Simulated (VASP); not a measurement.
The system is TiO2.

```
Ti O
1.0
     6.15358   -1.88347    0.00000
     6.15358    1.88347    0.00000
    -1.92833    0.00000    6.32897
Ti O
4 8
Direct
  0.90007 0.90007 0.28960
  0.19529 0.19529 0.28376
  0.09993 0.09993 0.71040
  0.80471 0.80471 0.71624
  0.36193 0.36193 0.29340
  0.26349 0.26349 0.65250
  0.86719 0.86719 0.99529
  0.73651 0.73651 0.34750
  0.94165 0.94165 0.63002
  0.13281 0.13281 0.00471
  0.63807 0.63807 0.70660
  0.05835 0.05835 0.36998
```

```yaml
Program: VASP 6.6.1
Task: relaxation of cell and atoms
Functional: LDA
Potentials_or_basis: VASP PAW LDA potentials, release 64 (Ti_sv, O)
Cutoff: 600 eV
k_mesh: 6 × 6 × 3
Occupations: fermi-dirac, width 0.05 eV
Spin: no spin polarisation
Hubbard_terms: Ti d U = 4.0 eV
```

At the start: pressure -4.2 GPa; volume 12.23 Å³/atom.

Problem. How do energy, volume and symmetry change on relaxing?

Solution. Over 22 steps the energy falls by 9.1 meV/atom and the volume is 11.95 Å³/atom (-2.2 %); space group C2/m (No. 12, to 0.1 Å) before and after.

Step by step:
```tsv
step	energy change (eV)	largest force (eV/Å)	pressure (GPa)	volume (Å³)
1	0.0000	0.5364	-4.17	146.71
2	-0.0333	0.2848	5.27	140.05
3	-0.0768	0.2979	0.98	142.84
4	-0.1035	0.1483	0.32	143.17
5	-0.1047	0.2028	0.18	143.26
6	-0.1075	0.0785	-0.23	143.57
7	-0.1076	0.0512	-0.17	143.52
8	-0.1081	0.0408	0.11	143.31
9	-0.1081	0.0470	0.14	143.29
10	-0.1086	0.0302	0.12	143.31
11	-0.1087	0.0278	0.10	143.32
12	-0.1087	0.0272	0.10	143.32
13	-0.1089	0.0339	-0.07	143.44
14	-0.1089	0.0333	-0.07	143.44
15	-0.1090	0.0222	-0.05	143.45
16	-0.1091	0.0309	-0.03	143.46
17	-0.1092	0.0168	-0.01	143.45
18	-0.1092	0.0181	0.01	143.45
19	-0.1092	0.0116	0.00	143.45
20	-0.1092	0.0152	-0.02	143.46
21	-0.1093	0.0100	-0.01	143.45
22	-0.1093	0.0089	0.02	143.43
```

Final structure:
```yaml
crystal:
  lattice:
    - [6.11854, -1.88573, 0.00967]
    - [6.11854, 1.88573, 0.00967]
    - [-1.90726, 0.00000, 6.21250]
  atoms:
    - { symbol: Ti, position: [0.89846, 0.89846, 0.29382] }
    - { symbol: Ti, position: [0.19702, 0.19702, 0.28884] }
    - { symbol: Ti, position: [0.10154, 0.10154, 0.70618] }
    - { symbol: Ti, position: [0.80298, 0.80298, 0.71116] }
    - { symbol: O, position: [0.36126, 0.36126, 0.29541] }
    - { symbol: O, position: [0.26247, 0.26247, 0.64781] }
    - { symbol: O, position: [0.86599, 0.86599, 0.99641] }
    - { symbol: O, position: [0.73753, 0.73753, 0.35219] }
    - { symbol: O, position: [0.94078, 0.94078, 0.62728] }
    - { symbol: O, position: [0.13401, 0.13401, 0.00359] }
    - { symbol: O, position: [0.63874, 0.63874, 0.70459] }
    - { symbol: O, position: [0.05922, 0.05922, 0.37272] }
```
